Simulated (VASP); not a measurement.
Runs of VASP 6.6.1 on KI. The structure is cubic, space group F-43m (No. 216). Conventional cell: a = 7.932 Å, b = 7.932 Å, c = 7.932 Å, α = 90.00°, β = 90.00°, γ = 90.00°. Within 4.5 Å of K (site symmetry -43m) lie 4 I at 3.43 Å. I (site symmetry -43m) has 4 K at 3.43 Å within 4.5 Å. 

```csv
level,potentials or basis,grid for exact exchange (PRECFOCK),screening parameter,gap on the mesh (eV),pressure (GPa)
LDA,"VASP PAW LDA potentials, release 64 (K_sv, I)",-,-,3.65,(a)
PBE,"VASP PAW PBE potentials, release 64 (K_sv, I)",-,-,3.93,(b)
HSE06,"VASP PAW PBE potentials, release 64 (K_sv, I)",Normal,0.2079 1/Å,4.88,0.1
r2SCAN,"VASP PAW PBE potentials, release 64 (K_sv, I)",-,-,4.47,0.0
```

Alike in all rows: task single point; no spin polarisation; cell as given; k mesh 4 × 4 × 4; cutoff (eV) 520; smearing gaussian 0.01 eV.

Problem. Fill in the values left out.

Solution. (a) -0.8; (b) 0.2.

Caveats: spin-orbit coupling is left out, which moves the levels of the heavy elements; the PAW data sets were made with another functional, which shifts forces and pressure a little (some runs).

A k mesh can miss the band edges, and the runs leave out spin-orbit coupling on I.
